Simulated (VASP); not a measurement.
# Ta: single point with PBE

The system is Ta.

```
Ta
1.0
    -1.65128    1.65128   -1.65128
    -1.65128   -1.65128    1.65128
     0.00000    7.15566    6.05458
Ta
4
Direct
  0.85414 0.14586 0.87500
  0.47916 0.52084 0.12500
  0.93749 0.06251 0.37500
  0.39581 0.60419 0.62500
```

This cell differs from its parent crystal: the part above a cut slid along it.

```yaml
Program: VASP 6.6.1
Task: single point
Functional: PBE
Potentials_or_basis: VASP PAW PBE potentials, release 64 (Ta_pv)
Cutoff: 520 eV
k_mesh: 17 × 17 × 5
Occupations: gaussian, width 0.15 eV
Spin: no spin polarisation
```

The pressure is 4.6 GPa and the largest force is 0.658 eV/Å. The band gap on the k mesh is zero (bands 22 and 23 overlap by 1.50 eV).

Forces on the atoms (eV/Å):
```
Ta   0.000  0.146 -0.642
Ta   0.000 -0.146  0.642
Ta   0.000  0.099  0.060
Ta   0.000 -0.099 -0.060
```

Stress tensor (GPa, compression positive):
```
 4.04  0.00  0.00
 0.00  2.58 -0.06
 0.00 -0.06  7.22
```

Levels at points of the mesh, in eV from the Fermi level:
| k point | band 19 | band 20 | band 21 | band 22 | band 23 | band 24 | band 25 | band 26 |
| --- | --- | --- | --- | --- | --- | --- | --- | --- |
| (0.00, 0.00, 0.00) | -0.59 | -0.29 | -0.21 | 0.33 | 0.81 | 1.13 | 1.49 | 2.72 |

Run time: 15 min on 1 thread of Intel(R) Xeon(R) 6975P-C (Granite Rapids), on a shared host, peak memory 0.65 GiB.

Caveat: the cell differs from its parent crystal (the part above a cut slid along it); the cell stands under pressure; spin-orbit coupling is left out, which moves the levels of the heavy elements.
